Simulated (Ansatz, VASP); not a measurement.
**One calculation of InPd, two programs**

```
In Pd
1.0
     0.00000    2.74607    2.74607
     2.74607    0.00000    2.74607
     2.74607    2.74607    0.00000
In Pd
1 1
Direct
  0.00000 0.00000 0.00000
  0.50000 0.50000 0.50000
```

Alike in both runs: functional r2SCAN; k mesh 8 × 8 × 8; occupations fermi-dirac, width 0.05 eV; no spin polarisation.

|  | VASP | Ansatz |
| --- | --- | --- |
| version | VASP 6.6.1 | Ansatz 0.2.0 |
| potentials or method | VASP PAW PBE potentials, release 64 (In_d, Pd) | Ansatz PAW |
| plane-wave cutoff (eV) | 520 | 500 |
| valence electrons in the cell | 23 | 31 |
| task | single point | band structure |

|  | VASP | Ansatz | Ansatz less VASP |
| --- | --- | --- | --- |
| gap on the k mesh at the Fermi level (eV) | none | none | - |
| pressure (GPa) | -2.6 | -2.9 | -0.38 |

VASP's potentials were made for PBE, not for r2SCAN. A gap of «none» marks a metal or a gap that the smearing closes. VASP's potentials hold 23 valence electrons a cell and Ansatz's 31, so a difference there can come from the potentials and not from the codes.
